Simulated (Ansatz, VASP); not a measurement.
# VH2: VASP beside Ansatz

Contents of INCAR:

```
SYSTEM = VH2
ALGO = Normal
EDIFF = 1E-8
ENCUT = 520
GGA = CA
ISIF = 2
ISMEAR = -1
ISPIN = 2
LASPH = .TRUE.
LCHARG = .FALSE.
LEFG = .TRUE.
LMAXMIX = 4
LORBIT = 11
LREAL = .FALSE.
LWAVE = .FALSE.
MAGMOM = 1.5 0 0
NBANDS = 18
NELM = 150
PREC = Accurate
SIGMA = 0.05
```

KPOINTS

```
k-points
0
G
  15 15 15
  0 0 0
```

The input POSCAR:

```
VH2
1.0
    0.0000000000      2.1355000000      2.1355000000
    2.1355000000      0.0000000000      2.1355000000
    2.1355000000      2.1355000000      0.0000000000
V H
1 2
Direct
    0.0000000000      0.0000000000      0.0000000000
    0.2500000000      0.2500000000      0.2500000000
    0.7500000000      0.7500000000      0.7500000000
```

Input for Ansatz:

```yaml
crystal:
  lattice:
    - [0.0, 2.1355, 2.1355]
    - [2.1355, 0.0, 2.1355]
    - [2.1355, 2.1355, 0.0]
  atoms:
    - { symbol: V, position: [0.0, 0.0, 0.0], spin: 1.5 }
    - { symbol: H, position: [0.25, 0.25, 0.25] }
    - { symbol: H, position: [0.75, 0.75, 0.75] }
magnetization:
  spin_polarized: true
kpoints:
  mp_grid: { grid: [15, 15, 15] }
scf:
  occupations: { method: fermi_dirac, width: 0.05 }
hamiltonian:
  xc: lda
  pseudopotentials: { kind: all_electron, datasets: crystal }
output:
  forces: true
  stress: true
  eigenvalues: true
  efg: { contact_densities: true }
```

Change from the starting cell: volume scaled by 1, crystal datasets.

Alike in both runs: task electric field gradients; functional LDA; k mesh 15 × 15 × 15; occupations fermi-dirac, width 0.05 eV; collinear spin.

|  | VASP | Ansatz |
| --- | --- | --- |
| version | VASP 6.6.1 | Ansatz 0.2.0 |
| potentials or method | VASP PAW LDA potentials, release 64 (V_sv, H), cutoff 520 eV | all-electron PAW with datasets made for the crystal, scalar-relativistic |

|  | VASP | Ansatz | Ansatz less VASP |
| --- | --- | --- | --- |
| pressure (GPa) | -15.9 | -16.2 | -0.23 |
| net moment per atom (μB) | 0.00 | 0.00 | 0.000 |

LDA's correlation is that of Perdew and Zunger in VASP and of Perdew and Wang (1992) in Ansatz. Ansatz ran all-electron here, and VASP with PAW potentials. Ansatz's warnings: seeded moment not kept.
